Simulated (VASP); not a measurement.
Input of a VASP 6.6.1 run:

Contents of INCAR:

```
PREC = Accurate ; ENCUT = 500
EDIFF = 1E-6 ; ISMEAR = 1
SIGMA = 0.025 ; LREAL = False
LASPH = True ; NELM = 120
ALGO = Normal ; ISIF = 2
LWAVE = False ; LCHARG = False
GGA = PE ; NBANDS = 35
GGA_COMPAT = False
```

File KPOINTS:

```
regular mesh
0
Gamma
  9 9 2
```

Contents of POSCAR:

```
MoS2
1.0
    3.1690000000      0.0000000000      0.0000000000
   -1.5845000000      2.7444350000      0.0000000000
    0.0000000000      0.0000000000     12.3240000000
Mo S
2 4
Direct
    0.3333333333      0.6666666667      0.2500000000
    0.6666666667      0.3333333333      0.7500000000
    0.3333333333      0.6666666667      0.6230000000
    0.6666666667      0.3333333333      0.1230000000
    0.3333333333      0.6666666667      0.8770000000
    0.6666666667      0.3333333333      0.3770000000
```

Potentials or basis: VASP PAW PBE potentials, release 64 (Mo_sv, S).

Command:

```bash
$ cat potpaw_PBE.64/Mo_sv/POTCAR potpaw_PBE.64/S/POTCAR > POTCAR
$ mpirun -np 1 vasp_std > vasp.out
```

(1) Predict the pressure.

(2) Estimate the band gap on the k mesh.

(3) Predict the largest force.

Results:

(1) 1.9 GPa.

(2) 0.97 eV, indirect (least direct gap 1.66 eV).

(3) 0.078 eV/Å.

Caveat: this functional lacks dispersion, which binds the layers, so the pressure and a relaxed spacing across them are unreliable.

**The experiment to reproduce.**

From “Multiwavelength excitation Raman Scattering Analysis of bulk and 2 dimensional MoS2: Vibrational properties of atomically thin MoS2 layers”, 2015, arxiv:1506.03228, for a bulk crystal of MoS2 at 300 K: band gap 1.3 eV (indirect).

Against the measured gap of MoS2, 1.3 eV (indirect; 300 K; “Multiwavelength excitation Raman Scattering Analysis of bulk and 2 dimensional MoS2: Vibrational properties of atomically thin MoS2 layers”, 2015, arxiv:1506.03228), the calculated 0.97 eV is off by -0.33 eV. Spin-orbit coupling on Mo is left out. The value is that of PBE on a finite k mesh, which can miss the band edges, without temperature or zero-point motion. Semilocal functionals fall short of measured gaps as a rule.
